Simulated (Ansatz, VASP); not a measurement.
# TaRu: VASP beside Ansatz

File INCAR:

```
SYSTEM = TaRu
PREC = Accurate
ENCUT = 520
EDIFF = 1E-6
ISMEAR = -1
SIGMA = 0.03
LREAL = .False.
LASPH = .True.
NELM = 100
ALGO = Normal
ISIF = 2
LWAVE = .False.
LCHARG = .False.
NBANDS = 20
```

KPOINTS

```
regular mesh
0
Gamma
  13 13 13
  0 0 0
```

File POSCAR:

```
TaRu
1.0
    3.1656100938      0.0000000000      0.0000000000
    0.0000000000      3.1656100938      0.0000000000
    0.0000000000      0.0000000000      3.1656100938
Ta Ru
1 1
Direct
    0.5000000000      0.5000000000      0.5000000000
    0.0000000000      0.0000000000      0.0000000000
```

Input for Ansatz:

```yaml
crystal:
  lattice:
    - [3.1656100938, 0.0, 0.0]
    - [0.0, 3.1656100938, 0.0]
    - [0.0, 0.0, 3.1656100938]
  atoms:
    - { symbol: Ta, position: [0.5, 0.5, 0.5] }
    - { symbol: Ru, position: [0.0, 0.0, 0.0] }
kpoints:
  mp_grid: { grid: [13, 13, 13] }
  band_path:
    path:
      - [0.0, 0.0, 0.0]
      - [0.0, 0.5, 0.0]
      - [0.5, 0.5, 0.0]
      - [0.0, 0.0, 0.0]
      - [0.5, 0.5, 0.5]
      - [0.0, 0.5, 0.0]
      - [0.5, 0.5, 0.5]
      - [0.5, 0.5, 0.0]
    npoints: 5
scf:
  occupations: { method: fermi_dirac, width: 0.03 }
hamiltonian:
  xc: lda
  pseudopotentials: { kind: all_electron, lapw: { basis_error: 0.00025 } }
output:
  forces: true
  stress: true
  eigenvalues: true
```

Change from the starting cell: volume scaled by 0.98.

Alike in both runs: task single point; functional LDA; k mesh 13 × 13 × 13; occupations fermi-dirac, width 0.03 eV; no spin polarisation.

```csv
,VASP,Ansatz
version,VASP 6.6.1,Ansatz 0.2.0
potentials or method,"VASP PAW LDA potentials, release 64 (Ta_pv, Ru_pv), cutoff 520 eV","all-electron LAPW, scalar-relativistic"
```

Ansatz gave:

| Quantity | Value |
| --- | --- |
| pressure (GPa) | -11.7 |

Q: Estimate VASP's values.

A: Pressure (GPa): -11.0.

LDA's correlation is that of Perdew and Zunger in VASP and of Perdew and Wang (1992) in Ansatz. Ansatz ran all-electron here, and VASP with PAW potentials.

Neither program's run includes spin-orbit coupling.
